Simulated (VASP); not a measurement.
# Ir (Fm-3m) in VASP: single point with PBEsol

Aim: the single point of Ir with PBEsol.

Everything below comes from runs of VASP 6.6.1. Logs are shortened: lines on timing, memory, paths and dates and some standing lists are left out, and cuts for length are marked.

### 1 The cell of the first run

Symmetry: Fm-3m, No. 225, cubic system. The conventional cell has a = 3.831 Å, b = 3.831 Å, c = 3.831 Å, α = 90.00°, β = 90.00°, γ = 90.00°. Ir (site symmetry m-3m) has 12 Ir at 2.71 Å within 3.6 Å.

### 2 Single point, PBEsol

INCAR

```
PREC = Accurate
ENCUT = 520
EDIFF = 1E-7
ISMEAR = -1
SIGMA = 0.1
LREAL = False
LASPH = True
NELM = 60
ALGO = Normal
ISIF = 2
LWAVE = False
LCHARG = True
GGA = PS
LELF = True
LVHAR = True
NBANDS = 10
```

KPOINTS

```
Automatic mesh
0
Gamma
  20 20 20
```

POSCAR

```
Ir
1.0
    0.0000000000      1.9153996280      1.9153996280
    1.9153996280      0.0000000000      1.9153996280
    1.9153996280      1.9153996280      0.0000000000
Ir
1
Direct
    0.0000000000      0.0000000000      0.0000000000
```

Potentials or basis: VASP PAW PBE potentials, release 64 (Ir).

Launch:

```bash
> cat potpaw_PBE.64/Ir/POTCAR > POTCAR
> mpirun -np 1 vasp_std > vasp.out
```

OUTCAR:

```text
PREC = Accurate
   ENCUT = 520
   EDIFF = 1E-7
   ISMEAR = -1
   LREAL = False
   LASPH = True
   NELM = 60
   ISIF = 2
   GGA = PS

 ion  position               nearest neighbor table
   1  0.000  0.000  0.000-

  LATTYP: Found a face centered cubic cell.
 ALAT       =     3.8307992560

  Lattice vectors:

 A1 = (   0.0000000000,   1.9153996280,   1.9153996280)
 A2 = (   1.9153996280,   0.0000000000,   1.9153996280)
 A3 = (   1.9153996280,   1.9153996280,   0.0000000000)

Analysis of symmetry for initial positions (statically):
=====================================================================
 Subroutine PRICEL returns:
 Original cell was already a primitive cell.

 Routine SETGRP: Setting up the symmetry group for a
 face centered cubic supercell.

 Subroutine GETGRP returns: Found 48 space group operations
 (whereof 48 operations were pure point group operations)
 out of a pool of 48 trial point group operations.

The static configuration has the point symmetry O_h .

Analysis of symmetry for dynamics (positions and initial velocities):
=====================================================================
 Subroutine PRICEL returns:
 Original cell was already a primitive cell.

 Routine SETGRP: Setting up the symmetry group for a
 face centered cubic supercell.

 Subroutine GETGRP returns: Found 48 space group operations
 (whereof 48 operations were pure point group operations)
 out of a pool of 48 trial point group operations.

The dynamic configuration has the point symmetry O_h .

 Subroutine INISYM returns: Found 48 space group operations
 (whereof 48 operations are pure point group operations),
 and found     1 'primitive' translations

----------------------------------------------------------------------------------------

                                     Primitive cell

  volume of cell :      14.0543

  direct lattice vectors                    reciprocal lattice vectors
     0.000000000  1.915399628  1.915399628    -0.261042131  0.261042131  0.261042131
     1.915399628  0.000000000  1.915399628     0.261042131 -0.261042131  0.261042131
     1.915399628  1.915399628  0.000000000     0.261042131  0.261042131 -0.261042131

  length of vectors
     2.708784131  2.708784131  2.708784131     0.452138233  0.452138233  0.452138233

  position of ions in fractional coordinates (direct lattice)
     0.000000000  0.000000000  0.000000000

  ion indices of the primitive-cell ions
   primitive index   ion index
                 1           1

----------------------------------------------------------------------------------------

 KPOINTS: Automatic mesh

Automatic generation of k-mesh.
 Grid dimensions read from file:
 generate k-points for:   20   20   20

 Generating k-lattice:

  Cartesian coordinates                     Fractional coordinates (reciprocal lattice)
    -0.013052107  0.013052107  0.013052107     0.050000000  0.000000000  0.000000000
     0.013052107 -0.013052107  0.013052107     0.000000000  0.050000000  0.000000000
     0.013052107  0.013052107 -0.013052107     0.000000000  0.000000000  0.050000000

  Length of vectors
     0.022606912  0.022606912  0.022606912

  Shift w.r.t. Gamma in fractional coordinates (k-lattice)
     0.000000000  0.000000000  0.000000000

 Subroutine IBZKPT returns following result:
 ===========================================

 Found    256 irreducible k-points:

 Following reciprocal coordinates:
            Coordinates               Weight
  0.000000  0.000000  0.000000      1.000000
  0.050000  0.000000  0.000000      8.000000
  0.100000  0.000000  0.000000      8.000000
  0.150000  0.000000  0.000000      8.000000
  0.200000  0.000000  0.000000      8.000000
  0.250000  0.000000  0.000000      8.000000
[... 16 lines left out ...]
 -0.400000  0.050000  0.000000     24.000000
 -0.350000  0.050000  0.000000     24.000000
 [... further k-points ...]
   k-points           NKPTS =    256   k-points in BZ     NKDIM =    256   number of bands    NBANDS=     10
   number of dos      NEDOS =    301   number of ions     NIONS =      1
   total plane-waves  NPLWV =   8000
   dimension x,y,z NGX =    20 NGY =   20 NGZ =   20
   dimension x,y,z NGXF=    40 NGYF=   40 NGZF=   40
   ions per type =               1
   NGX,Y,Z   is equivalent  to a cutoff of  12.27, 12.27, 12.27 a.u.
   NGXF,Y,Z  is equivalent  to a cutoff of  24.55, 24.55, 24.55 a.u.
 SYSTEM =  unknown system
   PREC   = accura    normal or accurate (medium, high low for compatibility)
   ISTART =      0    job   : 0-new  1-cont  2-samecut
   ICHARG =      2    charge: 1-file 2-atom 10-const
   ISPIN  =      1    spin polarized calculation?
   LNONCOLLINEAR =      F non collinear calculations
   LSORBIT =      F    spin-orbit coupling
   LASPH  =      T    aspherical Exc in radial PAW
   ENCUT  =  520.0 eV  38.22 Ry    6.18 a.u.   5.04  5.04  5.04*2*pi/ulx,y,z
   NELM   =     60;   NELMIN=  2; NELMDL= -5     # of ELM steps
   EDIFF  = 0.1E-06   stopping-criterion for ELM
   LREAL  =      F    real-space projection
   EDIFFG = 0.1E-05   stopping-criterion for IOM
   NSW    =      0    number of steps for IOM
   IBRION =     -1    ionic relax: 0-MD 1-quasi-New 2-CG
   NFREE  =      0    steps in history (QN), initial steepest desc. (CG)
   ISIF   =      2    stress and relaxation
   ISYM   =      2    0-nonsym 1-usesym 2-fastsym
   POTIM  = 0.5000    time-step for ionic-motion
   TEBEG  =    0.0;   TEEND  =   0.0 temperature during run
   PSTRESS=    0.0 pullay stress
   NELECT =       9.0000    total number of electrons
   NUPDOWN=      -1.0000    fix difference up-down
   EMIN   =  10.00;   EMAX   =-10.00  energy-range for DOS
   EFERMI =   0.00;   METHOD = LEGACY
   ISMEAR =    -1;   SIGMA  =   0.10  broadening in eV -4-tet -1-fermi 0-gaus
   EFERMI_NEDOS =   21; number of points for ismear=-14 and -15
   IALGO  =     38    algorithm
   IMIX   =      4    mixing-type and parameters
     AMIX     =   0.40;   BMIX     =  1.00
     AMIX_MAG =   1.60;   BMIX_MAG =  1.00
  volume/ion in A,a.u.               =      14.05        94.84
  Fermi-wavevector in a.u.,A,eV,Ry     =   1.411084  2.666563 27.091359  1.991159
  Thomas-Fermi vector in A             =   2.532972
   LORBIT       =      0    0 simple, 1 ext, 2 COOP (PROOUT), +10 PAW based schemes
   GGA     = PS    functional components
   LHFCALC =     F    Hartree Fock is set to
   AEXX    =    0.0000 exact exchange contribution
   IVDW    =     0    specifies the selected vdW correction
   LEPSILON=     F    determine dielectric tensor
   LRPA    =     F    only Hartree local field effects (RPA)
 non-spin polarized calculation
  energy-cutoff  :      520.00
  volume of cell :       14.05
 maximum number of plane-waves:       388
   NGX =  9   NGY =  9   NGZ =  9

 number of electron       9.0000000 magnetization

 Free energy of the ion-electron system (eV)
  ---------------------------------------------------
  ext. energy  EPLUGINS =         0.00000000
  ---------------------------------------------------
  free energy    TOTEN  =        -9.83613216 eV

  energy without entropy =       -9.80919247  energy(sigma->0) =       -9.82266231

 E-fermi :  10.3237     XC(G=0): -14.1407

 val. band max:       10.3209652519   @ k =   0.3000   0.2000   0.0000
 cond. band min:      10.3284892575   @ k =  -0.4000   0.4500   0.0500
 fundamental gap:      0.0075240056
 Fermi energy:        10.3237068464

 k-point     1 :       0.0000    0.0000    0.0000
  band No.  band energies     occupation
      1      -0.9010      2.00000
      2       6.4173      2.00000
      3       6.4173      2.00000
      4       6.4173      2.00000
      5       9.1603      1.99998
      6       9.1603      1.99998
      7      24.6681      0.00000
      8      30.2796      0.00000
      9      30.2796      0.00000
     10      30.2796      0.00000

 k-point     2 :       0.0500    0.0000    0.0000
  band No.  band energies     occupation
      1      -0.7885      2.00000
      2       6.3559      2.00000
      3       6.4668      2.00000
      4       6.4668      2.00000
      5       9.1275      1.99999
      6       9.1275      1.99999
      7      24.8646      0.00000
      8      29.6519      0.00000
      9      30.4654      0.00000
     10      30.4654      0.00000

 k-point     3 :       0.1000    0.0000    0.0000
  band No.  band energies     occupation
      1      -0.4602      2.00000
      2       6.1934      2.00000
      3       6.6005      2.00000
      4       6.6005      2.00000
      5       9.0503      1.99999
      6       9.0503      1.99999
      7      25.4146      0.00000
      8      28.3694      0.00000
      9      31.0089      0.00000
     10      31.0089      0.00000

 k-point     4 :       0.1500    0.0000    0.0000
  band No.  band energies     occupation
      1       0.0527      2.00000
      2       5.9908      2.00000
      3       6.7681      2.00000
      4       6.7681      2.00000
      5       8.9945      2.00000
      6       8.9945      2.00000
      7      26.1567      0.00000
      8      27.0061      0.00000
      9      31.8687      0.00000
     10      31.8687      0.00000
[... 222 lines left out ...]
 k-point    22 :      -0.4500    0.0500    0.0000
  band No.  band energies     occupation
      1       2.2456      2.00000
      2       6.2498      2.00000
      3       6.4043      2.00000
      4       8.9244      2.00000
      5      11.1129      0.00075
      6      11.7758      0.00000
      7      17.8644      0.00000
      8      24.4523      0.00000
      9      29.8796      0.00000
     10      30.4290      0.00000

 k-point    23 :      -0.4000    0.0500    0.0000
  band No.  band energies     occupation
      1       2.2497      2.00000
      2       6.3414      2.00000
      3       6.4709      2.00000
      4       8.2036      2.00000
      5      10.7216      0.03674
      6      11.4597      0.00002
      7      19.0137      0.00000
      8      24.7878      0.00000
      9      30.2318      0.00000
     10      31.3289      0.00000

 k-point    24 :      -0.3500    0.0500    0.0000
  band No.  band energies     occupation
      1       2.2075      2.00000
      2       6.4847      2.00000
      3       6.5966      2.00000
      4       7.2316      2.00000
      5      10.1885      1.58903
      6      10.9819      0.00277
      7      20.6010      0.00000
      8      25.4228      0.00000
      9      31.0137      0.00000
     10      32.6859      0.00000

 [... further k-points ...]

------------------------ aborting loop because EDIFF is reached ----------------------------------------

  FORCE on cell =-STRESS in cart. coord.  units (eV):
  Direction    XX          YY          ZZ          XY          YZ          ZX
  --------------------------------------------------------------------------------------
  -------------------------------------------------------------------------------------
  Total        0.0865195      0.0865195      0.0865195      0.0000000     -0.0000000      0.0000000
  in kB        9.8631684      9.8631684      9.8631684      0.0000000     -0.0000000      0.0000000
  external PRESSURE =       9.8631684 kB  Pullay stress =       0.0000000 kB

 VOLUME and BASIS-vectors are now :
 -----------------------------------------------------------------------------
  energy-cutoff  :      520.00
  volume of cell :       14.05
      direct lattice vectors                 reciprocal lattice vectors
     0.000000000  1.915399628  1.915399628    -0.261042131  0.261042131  0.261042131
     1.915399628  0.000000000  1.915399628     0.261042131 -0.261042131  0.261042131
     1.915399628  1.915399628  0.000000000     0.261042131  0.261042131 -0.261042131

 POSITION                                       TOTAL-FORCE (eV/Angst)
 -----------------------------------------------------------------------------------
      0.00000      0.00000      0.00000         0.000000      0.000000      0.000000
 -----------------------------------------------------------------------------------
    total drift:                                0.000000     -0.000000     -0.000000

  FREE ENERGIE OF THE ION-ELECTRON SYSTEM (eV)
  ---------------------------------------------------
  free  energy   TOTEN  =        -9.8361321553 eV

  energy  without entropy=       -9.8091924674  energy(sigma->0) =       -9.82266231
```

It took 23 s on 1 thread of Intel Xeon Platinum 8275CL at 3.00GHz (Skylake/Cascade Lake), shared host; peak memory 0.16 GiB.

What came out:

| Item | Value |
| --- | --- |
| Free energy | -9.8361 eV |
| Pressure | 1.0 GPa |
| Band gap on the k mesh | zero (an odd number of electrons rules out a gap without spin polarisation) |

Caveat: the PAW data sets were made with another functional, which shifts forces and pressure a little; spin-orbit coupling is left out, which moves the levels of the heavy elements.
